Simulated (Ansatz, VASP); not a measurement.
## SnO: VASP beside Ansatz

```xyz
4
Lattice="3.8137 0.0000 0.0000 0.0000 3.8137 0.0000 0.0000 0.0000 4.8869" Properties=species:S:1:pos:R:3 pbc="T T T"
Sn    1.9068    0.0000    3.7367
Sn    0.0000    1.9068    1.1503
O     0.0000    0.0000    0.0000
O     1.9068    1.9068    0.0000
```

Alike in both runs: functional PBEsol; k mesh 7 × 7 × 6; occupations fermi-dirac, width 0.05 eV; no spin polarisation.

|  | VASP | Ansatz |
| --- | --- | --- |
| version | VASP 6.6.1 | Ansatz 0.2.0 |
| potentials or method | VASP PAW PBE potentials, release 64 (Sn_d, O_h) | Ansatz PAW |
| plane-wave cutoff (eV) | 910 | 420 |
| valence electrons in the cell | 40 | 40 |
| task | single point | band structure |

|  | VASP | Ansatz | Ansatz less VASP |
| --- | --- | --- | --- |
| gap on the k mesh at the Fermi level (eV) | 0.37 | 0.35 | -0.014 |
| least direct gap on the mesh (eV) | 1.96 | 1.99 | +0.034 |
| rms of the force components (eV/Å) | 0.063 | 0.030 | -0.0323 |

VASP's potentials were made for PBE, not for PBEsol. Atom by atom the forces differ by 0.032 eV/Å (rms over components).

Noted on VASP's run: the cutoff is short for stress, so the pressure is rough. Noted on Ansatz's run: the k mesh misses the band edges, so the gap on the mesh is wider than the one along the path.
